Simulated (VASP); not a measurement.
# ZnS (P3m1) in VASP: single point with PBE

Aim: the single point of ZnS with PBE.

All numbers are computed with VASP 6.6.1; they aren't measurements. Logs are shortened: lines on timing, memory, paths and dates and some standing lists are left out, and cuts for length are marked.

### 1 The cell of the first run

It takes space group P3m1 (No. 156, trigonal). The conventional cell has a = 3.823 Å, b = 3.823 Å, c = 12.520 Å, α = 90.00°, β = 90.00°, γ = 120.00°. Zn (site symmetry 3m) has 4 S at 2.34 to 2.35 Å within 3.1 Å. Zn (site symmetry 3m) has 4 S at 2.34 to 2.35 Å within 3.1 Å. Zn (site symmetry 3m) has 4 S at 1.90 to 2.53 Å within 2.6 Å. Within 3.1 Å of Zn (site symmetry 3m) lie 4 S at 2.34 to 2.35 Å. S (site symmetry 3m) has 4 Zn at 2.35 to 2.53 Å within 3.1 Å. Within 3.1 Å of S (site symmetry 3m) lie 4 Zn at 2.34 to 2.35 Å. Within 2.5 Å of S (site symmetry 3m) lie 4 Zn at 1.90 to 2.34 Å. Within 3.1 Å of S (site symmetry 3m) lie 4 Zn at 2.34 to 2.35 Å.

### 2 Single point, PBE (atom 3 (Zn) moved +0.450 Å along Cartesian [0 0 1])

The input, INCAR:

```
PREC     = Accurate       # precision mode
ENCUT    = 520            # plane-wave cutoff, eV
EDIFF    = 1E-6           # SCF threshold, eV
ISMEAR   = 0              # smearing method
SIGMA    = 0.05           # smearing width, eV
LREAL    = False          # projectors in reciprocal space
LASPH    = True           # aspherical terms in the spheres
NELM     = 80             # most SCF steps
ALGO     = Normal         # electronic algorithm
ISIF     = 2              # what is computed and relaxed
LWAVE    = False          # write WAVECAR
LCHARG   = False          # write CHGCAR
GGA      = PE             # functional
NBANDS   = 46             # bands
```

The input, KPOINTS:

```
Automatic mesh
0
Gamma
  12 12 4
```

The input, POSCAR:

```
ZnS
1.0
    3.8227020304      0.0000000000      0.0000000000
   -1.9113510152      3.3105570694      0.0000000000
    0.0000000000      0.0000000000     12.5200000000
Zn S
4 4
Direct
    0.0000000000      0.0000000000      0.0000000000
    0.0000000000      0.0000000000      0.5000000000
    0.3333333333      0.6666666667      0.2859424920
    0.6666666667      0.3333333333      0.7500000000
    0.0000000000      0.0000000000      0.1875000000
    0.0000000000      0.0000000000      0.6875000000
    0.3333333333      0.6666666667      0.4375000000
    0.6666666667      0.3333333333      0.9375000000
```

Potentials or basis: VASP PAW PBE potentials, release 64 (Zn, S).

Launch:

```
$ cat potpaw_PBE.64/Zn/POTCAR potpaw_PBE.64/S/POTCAR > POTCAR
$ mpirun -np 1 vasp_std > vasp.out
```

OUTCAR:

```text
PREC = Accurate
   ENCUT = 520
   EDIFF = 1E-6
   ISMEAR = 0
   LREAL = False
   LASPH = True
   NELM = 80
   ISIF = 2
   GGA = PE

 ion  position               nearest neighbor table
   1  0.000  0.000  0.000-   8 2.34   8 2.34   8 2.34   5 2.35
   2  0.000  0.000  0.500-   7 2.34   7 2.34   7 2.34   6 2.35
   3  0.333  0.667  0.286-   7 1.90   5 2.53   5 2.53   5 2.53
   4  0.667  0.333  0.750-   6 2.34   6 2.34   6 2.34   8 2.35
   5  0.000  0.000  0.188-   1 2.35   3 2.53   3 2.53   3 2.53
   6  0.000  0.000  0.688-   4 2.34   4 2.34   4 2.34   2 2.35
   7  0.333  0.667  0.438-   3 1.90   2 2.34   2 2.34   2 2.34
   8  0.667  0.333  0.938-   1 2.34   1 2.34   1 2.34   4 2.35

  LATTYP: Found a hexagonal cell.
 ALAT       =     3.8227020304
 C/A-ratio  =     3.2751702593

  Lattice vectors:

 A1 = (   3.8227020304,   0.0000000000,   0.0000000000)
 A2 = (  -1.9113510152,   3.3105570694,   0.0000000000)
 A3 = (   0.0000000000,   0.0000000000,  12.5200000000)

Analysis of symmetry for initial positions (statically):
=====================================================================
 Subroutine PRICEL returns:
 Original cell was already a primitive cell.

 Routine SETGRP: Setting up the symmetry group for a
 hexagonal supercell.

 Subroutine GETGRP returns: Found  6 space group operations
 (whereof  6 operations were pure point group operations)
 out of a pool of 24 trial point group operations.

The static configuration has the point symmetry C_3v.

Analysis of symmetry for dynamics (positions and initial velocities):
=====================================================================
 Subroutine PRICEL returns:
 Original cell was already a primitive cell.

 Routine SETGRP: Setting up the symmetry group for a
 hexagonal supercell.

 Subroutine GETGRP returns: Found  6 space group operations
 (whereof  6 operations were pure point group operations)
 out of a pool of 24 trial point group operations.

The dynamic configuration has the point symmetry C_3v.

 Subroutine INISYM returns: Found  6 space group operations
 (whereof  6 operations are pure point group operations),
 and found     1 'primitive' translations

----------------------------------------------------------------------------------------

                                     Primitive cell

  volume of cell :     158.4440

  direct lattice vectors                    reciprocal lattice vectors
     3.822702030  0.000000000  0.000000000     0.261595069  0.151031983  0.000000000
    -1.911351015  3.310557069  0.000000000     0.000000000  0.302063967  0.000000000
     0.000000000  0.000000000 12.520000000     0.000000000  0.000000000  0.079872204

  length of vectors
     3.822702030  3.822702030 12.520000000     0.302063967  0.302063967  0.079872204

  position of ions in fractional coordinates (direct lattice)
     0.000000000  0.000000000  0.000000000
     0.000000000  0.000000000  0.500000000
     0.333333333  0.666666667  0.285942492
     0.666666667  0.333333333  0.750000000
     0.000000000  0.000000000  0.187500000
     0.000000000  0.000000000  0.687500000
     0.333333333  0.666666667  0.437500000
     0.666666667  0.333333333  0.937500000

  ion indices of the primitive-cell ions
   primitive index   ion index
                 1           1
                 2           2
                 3           3
                 4           4
                 5           5
                 6           6
                 7           7
                 8           8

----------------------------------------------------------------------------------------

 KPOINTS: Automatic mesh

Automatic generation of k-mesh.
 Grid dimensions read from file:
 generate k-points for:   12   12    4

 Generating k-lattice:

  Cartesian coordinates                     Fractional coordinates (reciprocal lattice)
     0.021799589  0.012585999  0.000000000     0.083333333  0.000000000  0.000000000
     0.000000000  0.025171997  0.000000000     0.000000000  0.083333333  0.000000000
     0.000000000  0.000000000  0.019968051     0.000000000  0.000000000  0.250000000

  Length of vectors
     0.025171997  0.025171997  0.019968051

  Shift w.r.t. Gamma in fractional coordinates (k-lattice)
     0.000000000  0.000000000  0.000000000

 Subroutine IBZKPT returns following result:
 ===========================================

 Found     69 irreducible k-points:

 Following reciprocal coordinates:
            Coordinates               Weight
  0.000000  0.000000  0.000000      1.000000
  0.083333 -0.000000  0.000000      6.000000
  0.166667 -0.000000  0.000000      6.000000
  0.250000  0.000000  0.000000      6.000000
  0.333333  0.000000  0.000000      6.000000
  0.416667  0.000000  0.000000      6.000000
[... 16 lines left out ...]
  0.166667 -0.000000  0.250000      6.000000
  0.000000  0.166667  0.250000      6.000000
 [... further k-points ...]
   k-points           NKPTS =     69   k-points in BZ     NKDIM =     69   number of bands    NBANDS=     46
   number of dos      NEDOS =    301   number of ions     NIONS =      8
   total plane-waves  NPLWV =  75264
   dimension x,y,z NGX =    28 NGY =   28 NGZ =   96
   dimension x,y,z NGXF=    56 NGYF=   56 NGZF=  192
   ions per type =               4   4
   NGX,Y,Z   is equivalent  to a cutoff of  12.18, 12.18, 12.75 a.u.
   NGXF,Y,Z  is equivalent  to a cutoff of  24.35, 24.35, 25.49 a.u.
 SYSTEM =  unknown system
   PREC   = accura    normal or accurate (medium, high low for compatibility)
   ISTART =      0    job   : 0-new  1-cont  2-samecut
   ICHARG =      2    charge: 1-file 2-atom 10-const
   ISPIN  =      1    spin polarized calculation?
   LNONCOLLINEAR =      F non collinear calculations
   LSORBIT =      F    spin-orbit coupling
   LASPH  =      T    aspherical Exc in radial PAW
   ENCUT  =  520.0 eV  38.22 Ry    6.18 a.u.   7.11  7.11 23.28*2*pi/ulx,y,z
   NELM   =     80;   NELMIN=  2; NELMDL= -5     # of ELM steps
   EDIFF  = 0.1E-05   stopping-criterion for ELM
   LREAL  =      F    real-space projection
   EDIFFG = 0.1E-04   stopping-criterion for IOM
   NSW    =      0    number of steps for IOM
   IBRION =     -1    ionic relax: 0-MD 1-quasi-New 2-CG
   NFREE  =      0    steps in history (QN), initial steepest desc. (CG)
   ISIF   =      2    stress and relaxation
   ISYM   =      2    0-nonsym 1-usesym 2-fastsym
   POTIM  = 0.5000    time-step for ionic-motion
   TEBEG  =    0.0;   TEEND  =   0.0 temperature during run
   PSTRESS=    0.0 pullay stress
   NELECT =      72.0000    total number of electrons
   NUPDOWN=      -1.0000    fix difference up-down
   EMIN   =  10.00;   EMAX   =-10.00  energy-range for DOS
   EFERMI =   0.00;   METHOD = LEGACY
   ISMEAR =     0;   SIGMA  =   0.05  broadening in eV -4-tet -1-fermi 0-gaus
   EFERMI_NEDOS =   21; number of points for ismear=-14 and -15
   IALGO  =     38    algorithm
   IMIX   =      4    mixing-type and parameters
     AMIX     =   0.40;   BMIX     =  1.00
     AMIX_MAG =   1.60;   BMIX_MAG =  1.00
  volume/ion in A,a.u.               =      19.81       133.65
  Fermi-wavevector in a.u.,A,eV,Ry     =   1.258617  2.378442 21.553229  1.584118
  Thomas-Fermi vector in A             =   2.392218
   LORBIT       =      0    0 simple, 1 ext, 2 COOP (PROOUT), +10 PAW based schemes
   GGA     = PE    functional components
   LHFCALC =     F    Hartree Fock is set to
   AEXX    =    0.0000 exact exchange contribution
   IVDW    =     0    specifies the selected vdW correction
   LEPSILON=     F    determine dielectric tensor
   LRPA    =     F    only Hartree local field effects (RPA)
 non-spin polarized calculation
 Gauss-broadening in eV      SIGMA  =   0.05
  energy-cutoff  :      520.00
  volume of cell :      158.44
 maximum number of plane-waves:      4296
   NGX = 15   NGY = 15   NGZ = 47

 number of electron      71.9999984 magnetization

 Free energy of the ion-electron system (eV)
  ---------------------------------------------------
  ext. energy  EPLUGINS =         0.00000000
  ---------------------------------------------------
  free energy    TOTEN  =       -25.91844108 eV

  energy without entropy =      -25.91844108  energy(sigma->0) =      -25.91844108

 E-fermi :   2.9955     XC(G=0):  -9.6073

 val. band max:        2.7290500344   @ k =   0.0000   0.0000   0.0000
 cond. band min:       4.0057641592   @ k =   0.0000   0.0000   0.0000
 fundamental gap:      1.2767141249
 Fermi energy:         2.9954906699

 k-point     1 :       0.0000    0.0000    0.0000
  band No.  band energies     occupation
      1     -12.1141      2.00000
      2     -10.9687      2.00000
      3     -10.3527      2.00000
      4      -9.2516      2.00000
      5      -5.3222      2.00000
      6      -5.0178      2.00000
[... 38 lines left out ...]
     45       8.5481      0.00000
     46       8.9737      0.00000

 k-point     2 :       0.0833   -0.0000    0.0000
  band No.  band energies     occupation
      1     -12.0781      2.00000
      2     -10.9291      2.00000
      3     -10.3167      2.00000
      4      -9.2203      2.00000
      5      -5.3077      2.00000
      6      -5.0226      2.00000
[... 38 lines left out ...]
     45       8.7357      0.00000
     46       8.7788      0.00000

 k-point     3 :       0.1667   -0.0000    0.0000
  band No.  band energies     occupation
      1     -11.9769      2.00000
      2     -10.8175      2.00000
      3     -10.2158      2.00000
      4      -9.1331      2.00000
      5      -5.2700      2.00000
      6      -5.0299      2.00000
[... 1018 lines left out ...]
     45       8.7076      0.00000
     46       9.2347      0.00000

 k-point    24 :       0.0000    0.1667    0.2500
  band No.  band energies     occupation
      1     -11.9766      2.00000
      2     -10.8204      2.00000
      3     -10.2112      2.00000
      4      -9.1353      2.00000
      5      -5.2700      2.00000
      6      -5.0299      2.00000
[... 38 lines left out ...]
     45       8.7735      0.00000
     46       9.1204      0.00000

 [... further k-points ...]

------------------------ aborting loop because EDIFF is reached ----------------------------------------

  FORCE on cell =-STRESS in cart. coord.  units (eV):
  Direction    XX          YY          ZZ          XY          YZ          ZX
  --------------------------------------------------------------------------------------
  -------------------------------------------------------------------------------------
  Total        0.6273716      0.6273716     11.6740611      0.0000000      0.0000000      0.0000000
  in kB        6.3439475      6.3439475    118.0474716      0.0000000      0.0000000      0.0000000
  external PRESSURE =      43.5784555 kB  Pullay stress =       0.0000000 kB

 VOLUME and BASIS-vectors are now :
 -----------------------------------------------------------------------------
  energy-cutoff  :      520.00
  volume of cell :      158.44
      direct lattice vectors                 reciprocal lattice vectors
     3.822702030  0.000000000  0.000000000     0.261595069  0.151031983  0.000000000
    -1.911351015  3.310557069  0.000000000     0.000000000  0.302063967  0.000000000
     0.000000000  0.000000000 12.520000000     0.000000000  0.000000000  0.079872204

 POSITION                                       TOTAL-FORCE (eV/Angst)
 -----------------------------------------------------------------------------------
      0.00000      0.00000      0.00000        -0.000000      0.000000      0.399088
      0.00000      0.00000      6.26000        -0.000000      0.000000      0.509460
     -0.00000      2.20704      3.58000        -0.000000     -0.000000     -8.640223
      1.91135      1.10352      9.39000         0.000000     -0.000000      0.327085
      0.00000      0.00000      2.34750        -0.000000      0.000000      1.297357
      0.00000      0.00000      8.60750        -0.000000      0.000000     -0.350489
     -0.00000      2.20704      5.47750        -0.000000      0.000000      6.716546
      1.91135      1.10352     11.73750        -0.000000      0.000000     -0.258824
 -----------------------------------------------------------------------------------
    total drift:                               -0.000000     -0.000002      0.000513

  FREE ENERGIE OF THE ION-ELECTRON SYSTEM (eV)
  ---------------------------------------------------
  free  energy   TOTEN  =       -25.9184410812 eV

  energy  without entropy=      -25.9184410812  energy(sigma->0) =      -25.91844108
```

It took 6.4 min on 1 thread of AMD EPYC 7R13 (Zen 3), shared host; peak memory 0.47 GiB.

Results:

```yaml
Free_energy: -25.9184 eV
Pressure: 4.4 GPa
Largest_force: 8.640 eV/Å
Band_gap_on_the_k_mesh: 1.28 eV
```

Forces on the atoms (eV/Å):
```
Zn   0.000  0.000  0.399
Zn   0.000  0.000  0.509
Zn   0.000  0.000 -8.640
Zn   0.000  0.000  0.327
S    0.000  0.000  1.297
S    0.000  0.000 -0.350
S    0.000  0.000  6.717
S    0.000  0.000 -0.259
```

Stress tensor (GPa, compression positive):
```
 0.63  0.00  0.00
 0.00  0.63  0.00
 0.00  0.00 11.80
```

Caveat: the cell differs from its parent crystal (atom 3 (Zn) moved +0.450 Å along Cartesian [0 0 1]); the cell stands under pressure; forces of over 1 eV/Å act on the atoms, so gaps and moduli don't describe the material at rest. A k mesh can miss the band edges.
